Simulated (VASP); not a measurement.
# Rh: single point with PBE

Rh:

```xyz
1
Lattice="0.0000 1.9149 1.9149 1.9149 0.0000 1.9149 1.9149 1.9149 0.0000" Properties=species:S:1:pos:R:3 pbc="T T T"
Rh    0.0000    0.0000    0.0000
```

```json
{
 "Program": "VASP 6.6.1",
 "Task": "single point",
 "Functional": "PBE",
 "Potentials or basis": "VASP PAW PBE potentials, release 64 (Rh_pv)",
 "Cutoff": "520 eV",
 "k mesh": "18 × 18 × 18",
 "Occupations": "gaussian, width 0.05 eV",
 "Spin": "no spin polarisation",
 "Dipole correction": "no",
 "Further INCAR settings": "ALGO = Normal; EDIFF = 1e-07; NBANDS = 14"
}
```

* Pressure: 0.0 GPa

Levels at points of the mesh, in eV from the Fermi level:
```tsv
k point	band 3	band 4	band 5	band 6	band 7	band 8	band 9	band 10	band 11	band 12
(0.00, 0.00, 0.00)	-46.36	-7.81	-2.99	-2.99	-2.99	-0.97	-0.97	16.00	20.57	21.34
(0.50, 0.00, 0.00)	-46.45	-5.95	-3.06	-3.06	0.54	0.54	0.75	8.42	15.50	20.57
(0.50, 0.50, 0.00)	-46.61	-6.13	-5.77	0.51	0.94	0.94	3.23	12.00	13.19	13.19
```

Wall time 49 s on 1 thread of Intel Xeon 8259CL, on a shared host, peak memory 0.15 GiB.
